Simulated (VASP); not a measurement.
Crystal: Ni.

```
Ni
1.0
     0.00000    1.76730    1.76730
     1.76730    0.00000    1.76730
     1.76730    1.76730    0.00000
Ni
1
Cartesian
  0.0000 0.0000 0.0000
```

Base run:

- Program: VASP 6.6.1
- Functional: PBEsol
- Potentials or basis: VASP PAW PBE potentials, release 64 (Ni)
- Cutoff: 520 eV
- k mesh: 14 × 14 × 14
- Occupations: gaussian, width 0.1 eV
- Spin: collinear spin, ferromagnetic start
- Starting moments: [0.47] μB
- Fixed moment: 0.47 μB

Its results: pressure -12.6 GPa; site moments Ni +0.48 μB.

Problem. The run is repeated on the same cell with these changes: fixed moment from 0.47 μB to 1.9 μB; moments at the start from [0.47] to [1.9]. What comes out?

Solution. Pressure 9.7 GPa; site moments Ni +1.79 μB.

Caveats: the PAW data sets were made with another functional, which shifts forces and pressure a little; the total moment is fixed, so each spin has its own Fermi level; the cell stands under tension (at least some runs); the cell stands under pressure (at least some runs).
